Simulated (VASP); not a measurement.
# CaMg3C6N6 (Fm-3m) in VASP: single point with PBE

Aim: the single point of CaMg3C6N6 with PBE.

Everything below comes from runs of VASP 6.6.1. Logs are shortened: lines on timing, memory, paths and dates and some standing lists are left out, and cuts for length are marked.

## 1. The cell of the first run

It takes space group Fm-3m (No. 225, cubic). Conventional cell: a = 11.711 Å, b = 11.711 Å, c = 11.711 Å, α = 90.00°, β = 90.00°, γ = 90.00°. Within 3.3 Å of Ca (site symmetry m-3m) lie 6 C at 2.54 Å. Within 2.8 Å of Mg (site symmetry m-3m) lie 6 N at 2.15 Å. Within 5.5 Å of Mg (site symmetry -43m) lie 12 C at 4.16 Å and 12 N at 4.21 Å and 4 Ca at 5.07 Å and 4 Mg at 5.07 Å. Within 1.6 Å of C (site symmetry 4mm) lie 1 N at 1.17 Å. Within 1.6 Å of N (site symmetry 4mm) lie 1 C at 1.17 Å.

## 2. Single point, PBE, collinear spin

INCAR

```
PREC = Accurate
ENCUT = 520
EDIFF = 1E-6
ISMEAR = 0
SIGMA = 0.02
LREAL = Auto
LASPH = True
NELM = 150
ALGO = Normal
ISIF = 2
LWAVE = False
LCHARG = False
ISPIN = 2
MAGMOM = 0 0 0.84 0.84 0 0 0 0 0 0 0 0 0 0 0 0
LORBIT = 11
GGA = PE
NBANDS = 53
```

KPOINTS

```
Automatic mesh
0
Gamma
  4 4 4
```

POSCAR

```
CaMg3C6N6
1.0
    0.0000000000      5.8553310819      5.8553310819
    5.8553310819      0.0000000000      5.8553310819
    5.8553310819      5.8553310819      0.0000000000
Ca Mg C N
1 3 6 6
Direct
    0.0000000000      0.0000000000      0.0000000000
    0.5000000000      0.5000000000      0.5000000000
    0.2500000000      0.2500000000      0.2500000000
    0.7500000000      0.7500000000      0.7500000000
    0.7834543883      0.2165456117      0.2165456117
    0.2165456117      0.7834543883      0.2165456117
    0.2165456117      0.2165456117      0.7834543883
    0.2165456117      0.7834543883      0.7834543883
    0.7834543883      0.2165456117      0.7834543883
    0.7834543883      0.7834543883      0.2165456117
    0.6835222856      0.3164777144      0.3164777144
    0.3164777144      0.6835222856      0.3164777144
    0.3164777144      0.3164777144      0.6835222856
    0.3164777144      0.6835222856      0.6835222856
    0.6835222856      0.3164777144      0.6835222856
    0.6835222856      0.6835222856      0.3164777144
```

Potentials or basis: VASP PAW PBE potentials, release 64 (Ca_sv, Mg, C, N).

Started as:

```sh
$ cat potpaw_PBE.64/Ca_sv/POTCAR potpaw_PBE.64/Mg/POTCAR potpaw_PBE.64/C/POTCAR potpaw_PBE.64/N/POTCAR > POTCAR
$ mpirun -np 1 vasp_std > vasp.out
```

OUTCAR:

```text
PREC = Accurate
   ENCUT = 520
   EDIFF = 1E-6
   ISMEAR = 0
   LREAL = Auto
   LASPH = True
   NELM = 150
   ISIF = 2
   ISPIN = 2
   LORBIT = 11
   GGA = PE

 ion  position               nearest neighbor table
   1  0.000  0.000  0.000-   5 2.54   6 2.54   7 2.54   8 2.54   9 2.54  10 2.54
   2  0.500  0.500  0.500-  11 2.15  12 2.15  13 2.15  14 2.15  15 2.15  16 2.15
   3  0.250  0.250  0.250-
   4  0.750  0.750  0.750-
   5  0.783  0.217  0.217-  11 1.17   1 2.54
   6  0.217  0.783  0.217-  12 1.17   1 2.54
   7  0.217  0.217  0.783-  13 1.17   1 2.54
   8  0.217  0.783  0.783-  14 1.17   1 2.54
   9  0.783  0.217  0.783-  15 1.17   1 2.54
  10  0.783  0.783  0.217-  16 1.17   1 2.54
  11  0.684  0.316  0.316-   5 1.17   2 2.15
  12  0.316  0.684  0.316-   6 1.17   2 2.15
  13  0.316  0.316  0.684-   7 1.17   2 2.15
  14  0.316  0.684  0.684-   8 1.17   2 2.15
  15  0.684  0.316  0.684-   9 1.17   2 2.15
  16  0.684  0.684  0.316-  10 1.17   2 2.15

  LATTYP: Found a face centered cubic cell.
 ALAT       =    11.7106621638

  Lattice vectors:

 A1 = (   0.0000000000,   5.8553310819,   5.8553310819)
 A2 = (   5.8553310819,   0.0000000000,   5.8553310819)
 A3 = (   5.8553310819,   5.8553310819,   0.0000000000)

Analysis of symmetry for initial positions (statically):
=====================================================================
 Subroutine PRICEL returns:
 Original cell was already a primitive cell.

 Routine SETGRP: Setting up the symmetry group for a
 face centered cubic supercell.

 Subroutine GETGRP returns: Found 48 space group operations
 (whereof 48 operations were pure point group operations)
 out of a pool of 48 trial point group operations.

The static configuration has the point symmetry O_h .

Analysis of symmetry for dynamics (positions and initial velocities):
=====================================================================
 Subroutine PRICEL returns:
 Original cell was already a primitive cell.

 Routine SETGRP: Setting up the symmetry group for a
 face centered cubic supercell.

 Subroutine GETGRP returns: Found 48 space group operations
 (whereof 48 operations were pure point group operations)
 out of a pool of 48 trial point group operations.

The dynamic configuration has the point symmetry O_h .

Analysis of structural, dynamic, and magnetic symmetry:
=====================================================================
 Subroutine PRICEL returns:
 Original cell was already a primitive cell.

 Routine SETGRP: Setting up the symmetry group for a
 face centered cubic supercell.

 Subroutine GETGRP returns: Found 48 space group operations
 (whereof 48 operations were pure point group operations)
 out of a pool of 48 trial point group operations.

The overall configuration has the point symmetry O_h .

 Subroutine INISYM returns: Found 48 space group operations
 (whereof 48 operations are pure point group operations),
 and found     1 'primitive' translations

----------------------------------------------------------------------------------------

                                     Primitive cell

  volume of cell :     401.4989

  direct lattice vectors                    reciprocal lattice vectors
     0.000000000  5.855331082  5.855331082    -0.085392268  0.085392268  0.085392268
     5.855331082  0.000000000  5.855331082     0.085392268 -0.085392268  0.085392268
     5.855331082  5.855331082  0.000000000     0.085392268  0.085392268 -0.085392268

  length of vectors
     8.280688628  8.280688628  8.280688628     0.147903746  0.147903746  0.147903746

  position of ions in fractional coordinates (direct lattice)
     0.000000000  0.000000000  0.000000000
     0.500000000  0.500000000  0.500000000
     0.250000000  0.250000000  0.250000000
     0.750000000  0.750000000  0.750000000
     0.783454388  0.216545612  0.216545612
     0.216545612  0.783454388  0.216545612
[... 8 lines left out ...]
     0.683522286  0.316477714  0.683522286
     0.683522286  0.683522286  0.316477714

  ion indices of the primitive-cell ions
   primitive index   ion index
                 1           1
                 2           2
                 3           3
                 4           4
                 5           5
                 6           6
[... 8 lines left out ...]
                15          15
                16          16

----------------------------------------------------------------------------------------

 KPOINTS: Automatic mesh

Automatic generation of k-mesh.
 Grid dimensions read from file:
 generate k-points for:    4    4    4

 Generating k-lattice:

  Cartesian coordinates                     Fractional coordinates (reciprocal lattice)
    -0.021348067  0.021348067  0.021348067     0.250000000  0.000000000  0.000000000
     0.021348067 -0.021348067  0.021348067     0.000000000  0.250000000  0.000000000
     0.021348067  0.021348067 -0.021348067     0.000000000  0.000000000  0.250000000

  Length of vectors
     0.036975937  0.036975937  0.036975937

  Shift w.r.t. Gamma in fractional coordinates (k-lattice)
     0.000000000  0.000000000  0.000000000

 Subroutine IBZKPT returns following result:
 ===========================================

 Found      8 irreducible k-points:

 Following reciprocal coordinates:
            Coordinates               Weight
  0.000000  0.000000  0.000000      1.000000
  0.250000  0.000000  0.000000      8.000000
  0.500000  0.000000  0.000000      4.000000
  0.250000  0.250000  0.000000      6.000000
  0.500000  0.250000  0.000000     24.000000
 -0.250000  0.250000  0.000000     12.000000
  0.500000  0.500000  0.000000      3.000000
 -0.250000  0.500000  0.250000      6.000000
   k-points           NKPTS =      8   k-points in BZ     NKDIM =      8   number of bands    NBANDS=     53
   number of dos      NEDOS =    301   number of ions     NIONS =     16
   total plane-waves  NPLWV = 262144
   dimension x,y,z NGX =    64 NGY =   64 NGZ =   64
   dimension x,y,z NGXF=   128 NGYF=  128 NGZF=  128
   ions per type =               1   3   6   6
   NGX,Y,Z   is equivalent  to a cutoff of  12.85, 12.85, 12.85 a.u.
   NGXF,Y,Z  is equivalent  to a cutoff of  25.70, 25.70, 25.70 a.u.
 SYSTEM =  unknown system
   PREC   = accura    normal or accurate (medium, high low for compatibility)
   ISTART =      0    job   : 0-new  1-cont  2-samecut
   ICHARG =      2    charge: 1-file 2-atom 10-const
   ISPIN  =      2    spin polarized calculation?
   LNONCOLLINEAR =      F non collinear calculations
   LSORBIT =      F    spin-orbit coupling
   LASPH  =      T    aspherical Exc in radial PAW
   ENCUT  =  520.0 eV  38.22 Ry    6.18 a.u.  15.40 15.40 15.40*2*pi/ulx,y,z
   NELM   =    150;   NELMIN=  2; NELMDL= -5     # of ELM steps
   EDIFF  = 0.1E-05   stopping-criterion for ELM
   LREAL  =      T    real-space projection
   EDIFFG = 0.1E-04   stopping-criterion for IOM
   NSW    =      0    number of steps for IOM
   IBRION =     -1    ionic relax: 0-MD 1-quasi-New 2-CG
   NFREE  =      0    steps in history (QN), initial steepest desc. (CG)
   ISIF   =      2    stress and relaxation
   ISYM   =      2    0-nonsym 1-usesym 2-fastsym
   POTIM  = 0.5000    time-step for ionic-motion
   TEBEG  =    0.0;   TEEND  =   0.0 temperature during run
   PSTRESS=    0.0 pullay stress
   NELECT =      70.0000    total number of electrons
   NUPDOWN=      -1.0000    fix difference up-down
   EMIN   =  10.00;   EMAX   =-10.00  energy-range for DOS
   EFERMI =   0.00;   METHOD = LEGACY
   ISMEAR =     0;   SIGMA  =   0.02  broadening in eV -4-tet -1-fermi 0-gaus
   EFERMI_NEDOS =   21; number of points for ismear=-14 and -15
   IALGO  =     38    algorithm
   IMIX   =      4    mixing-type and parameters
     AMIX     =   0.40;   BMIX     =  1.00
     AMIX_MAG =   1.60;   BMIX_MAG =  1.00
  volume/ion in A,a.u.               =      25.09       169.34
  Fermi-wavevector in a.u.,A,eV,Ry     =   0.914561  1.728270 11.380212  0.836422
  Thomas-Fermi vector in A             =   2.039202
   LORBIT       =     11    0 simple, 1 ext, 2 COOP (PROOUT), +10 PAW based schemes
   GGA     = PE    functional components
   LHFCALC =     F    Hartree Fock is set to
   AEXX    =    0.0000 exact exchange contribution
   IVDW    =     0    specifies the selected vdW correction
   LEPSILON=     F    determine dielectric tensor
   LRPA    =     F    only Hartree local field effects (RPA)
 spin polarized calculation
 Gauss-broadening in eV      SIGMA  =   0.02
  energy-cutoff  :      520.00
  volume of cell :      401.50
 maximum number of plane-waves:     10850
 NGX is ok and might be reduce to    64
   NGX = 31   NGY = 31   NGZ = 31

 number of electron      69.9999997 magnetization       2.0000166

 Free energy of the ion-electron system (eV)
  ---------------------------------------------------
  ext. energy  EPLUGINS =         0.00000000
  ---------------------------------------------------
  free energy    TOTEN  =      -107.59948996 eV

  energy without entropy =     -107.59948996  energy(sigma->0) =     -107.59948996

 E-fermi :  -2.0980     XC(G=0):  -6.5551

 val. band max:       -2.2155552795   @ k =   0.5000   0.5000   0.0000
 cond. band min:      -1.2663047080   @ k =   0.0000   0.0000   0.0000
 fundamental gap:      0.9492505715
 Fermi energy:        -2.0980328443

 spin component 1

 k-point     1 :       0.0000    0.0000    0.0000
  band No.  band energies     occupation
      1     -39.6425      1.00000
      2     -20.7127      1.00000
      3     -20.7127      1.00000
      4     -20.7127      1.00000
      5     -18.1579      1.00000
      6     -18.0282      1.00000
[... 39 lines left out ...]
     46       3.6525      0.00000
     47       3.6525      0.00000
[... 308 lines left out ...]
      6     -18.0349      1.00000
[... 39 lines left out ...]
     46       3.8073      0.00000
     47       3.8073      0.00000
 Fermi energy:        -2.0980328443

 spin component 2

 k-point     1 :       0.0000    0.0000    0.0000
  band No.  band energies     occupation
      1     -39.6418      1.00000
      2     -20.7119      1.00000
      3     -20.7119      1.00000
      4     -20.7119      1.00000
      5     -18.1402      1.00000
      6     -18.0100      1.00000
[... 39 lines left out ...]
     46       4.0525      0.00000
     47       4.0525      0.00000
[... 308 lines left out ...]
      6     -18.0168      1.00000
[... 39 lines left out ...]
     46       3.9166      0.00000
     47       3.9167      0.00000
 [bands above 47 left out]

------------------------ aborting loop because EDIFF is reached ----------------------------------------

  FORCE on cell =-STRESS in cart. coord.  units (eV):
  Direction    XX          YY          ZZ          XY          YZ          ZX
  --------------------------------------------------------------------------------------
  -------------------------------------------------------------------------------------
  Total        0.8004846      0.8004846      0.8004846      0.0000000     -0.0000000      0.0000000
  in kB        3.1943257      3.1943257      3.1943257      0.0000000     -0.0000000      0.0000000
  external PRESSURE =       3.1943257 kB  Pullay stress =       0.0000000 kB

 VOLUME and BASIS-vectors are now :
 -----------------------------------------------------------------------------
  energy-cutoff  :      520.00
  volume of cell :      401.50
      direct lattice vectors                 reciprocal lattice vectors
     0.000000000  5.855331082  5.855331082    -0.085392268  0.085392268  0.085392268
     5.855331082  0.000000000  5.855331082     0.085392268 -0.085392268  0.085392268
     5.855331082  5.855331082  0.000000000     0.085392268  0.085392268 -0.085392268

 POSITION                                       TOTAL-FORCE (eV/Angst)
 -----------------------------------------------------------------------------------
      0.00000      0.00000      0.00000        -0.000000      0.000000     -0.000000
      5.85533      5.85533      5.85533        -0.000000      0.000000     -0.000000
      2.92767      2.92767      2.92767        -0.000000      0.000000     -0.000000
      8.78300      8.78300      8.78300        -0.000000      0.000000     -0.000000
      2.53589      5.85533      5.85533        -0.404042      0.000000     -0.000000
      5.85533      2.53589      5.85533        -0.000000     -0.404042     -0.000000
[... 8 lines left out ...]
      5.85533      8.00450      5.85533        -0.000000     -0.427912     -0.000000
      5.85533      5.85533      8.00450        -0.000000      0.000000     -0.427912
 -----------------------------------------------------------------------------------
    total drift:                                0.000000      0.000000      0.000000

  FREE ENERGIE OF THE ION-ELECTRON SYSTEM (eV)
  ---------------------------------------------------
  free  energy   TOTEN  =      -107.5994899600 eV

  energy  without entropy=     -107.5994899600  energy(sigma->0) =     -107.59948996

 total charge

# of ion       s       p       d       tot
------------------------------------------
    1        2.036   5.882   0.223   8.141
    2        0.124   0.156   0.062   0.343
    3        0.243   0.003   0.000   0.247
    4        0.243   0.003   0.000   0.247
    5        0.976   1.602   0.000   2.578
    6        0.976   1.602   0.000   2.578
[... 8 lines left out ...]
   15        1.321   2.571   0.000   3.892
   16        1.321   2.571   0.000   3.892
--------------------------------------------------
tot         16.434  31.078   0.286  47.797

 magnetization (x)

# of ion       s       p       d       tot
------------------------------------------
    1        0.001   0.000  -0.000   0.001
    2        0.000   0.000   0.000   0.000
    3        0.233   0.001   0.000   0.234
    4        0.233   0.001   0.000   0.234
    5        0.002   0.003   0.000   0.006
    6        0.002   0.003   0.000   0.006
[... 8 lines left out ...]
   15        0.000   0.012   0.000   0.012
   16        0.000   0.012   0.000   0.012
--------------------------------------------------
tot          0.483   0.092  -0.000   0.575
```

It took 27 min on 1 thread of Intel Xeon 8259CL, shared host; peak memory 0.85 GiB.

What came out:

| Item | Value |
| --- | --- |
| Free energy | -107.5995 eV |
| Pressure | 0.3 GPa |
| Largest force | 0.428 eV/Å |
| Band gap on the k mesh | 0.95 eV (least direct gap 1.13 eV) |
| Net moment | 2.00 μB per cell |
| Site moments | Ca +0.00; Mg +0.00, +0.23 (each value once); C +0.01; N +0.01 μB |
| Valence electrons inside the program's atomic spheres | Ca 8.14; Mg 0.34, 0.25 (each value once); C 2.58; N 3.89 |

Forces in eV/Å, atoms in the order of the input:
```
Ca   0.000  0.000  0.000
Mg   0.000  0.000  0.000
Mg   0.000  0.000  0.000
Mg   0.000  0.000  0.000
C   -0.404  0.000  0.000
C    0.000 -0.404  0.000
C    0.000  0.000 -0.404
C    0.404  0.000  0.000
C    0.000  0.404  0.000
C    0.000  0.000  0.404
N    0.428  0.000  0.000
N    0.000  0.428  0.000
N    0.000  0.000  0.428
N   -0.428  0.000  0.000
N    0.000 -0.428  0.000
N    0.000  0.000 -0.428
```

Levels at points of the mesh, in eV from the valence-band top:
Spin up:
```tsv
k point	band 33	band 34	band 35	band 36	band 37	band 38	band 39	band 40
(0.00, 0.00, 0.00)	-1.00	-1.00	-0.26	-0.19	3.67	3.67	3.67	4.46
(0.50, 0.00, 0.00)	-0.86	-0.86	-0.06	-0.05	3.92	3.93	3.93	3.98
(0.50, 0.50, 0.00)	-0.99	-0.87	-0.02	0.00	3.66	3.84	3.84	4.19
```
Spin down:
| k point | band 32 | band 33 | band 34 | band 35 | band 36 | band 37 |
| --- | --- | --- | --- | --- | --- | --- |
| (0.00, 0.00, 0.00) | -1.19 | -0.99 | -0.99 | 0.95 | 1.16 | 4.04 |
| (0.50, 0.00, 0.00) | -1.10 | -0.85 | -0.85 | 1.19 | 1.20 | 4.43 |
| (0.50, 0.50, 0.00) | -0.98 | -0.97 | -0.85 | 1.22 | 1.26 | 4.42 |

A k mesh can miss the band edges.
